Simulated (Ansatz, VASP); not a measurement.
# Cs2PbI2Cl2: VASP beside Ansatz

```
Cs Pb I Cl
1.0
    -2.88205    2.88205    9.74423
     2.88205   -2.88205    9.74423
     2.88205    2.88205   -9.74423
Cs Pb I Cl
2 1 2 2
Direct
  0.36852 0.36852 0.00000
  0.63148 0.63148 0.00000
  0.00000 0.00000 0.00000
  0.16625 0.16625 0.00000
  0.83375 0.83375 0.00000
  0.50000 0.00000 0.50000
  0.00000 0.50000 0.50000
```

Alike in both runs: functional PBE; k mesh 6 × 6 × 6; occupations gaussian, width 0.02 eV; no spin polarisation.

Ansatz relaxed the structure, and its values are those at the end. VASP's run is a single point on that final structure, the one shown.

```csv
,VASP,Ansatz
version,VASP 6.6.1,Ansatz 0.2.0
potentials or method,"VASP PAW PBE potentials, release 64 (Cs_sv, Pb_d, I, Cl), cutoff 520 eV","scalar-relativistic, plane waves, PAW"
valence electrons in the cell,60,80
```

```csv
,VASP,Ansatz,Ansatz less VASP
gap on the k mesh at the Fermi level (eV),2.51,2.51,-0.004
least direct gap on the mesh (eV),2.51,2.51,-0.004
pressure (GPa),0.0,0.0,+0.01
```

With one functional, cell and mesh, what is left measures potentials, basis and numerics. VASP's potentials hold 60 valence electrons a cell and Ansatz's 80, so a difference there can come from the potentials and not from the codes.

Neither program's run includes spin-orbit coupling.
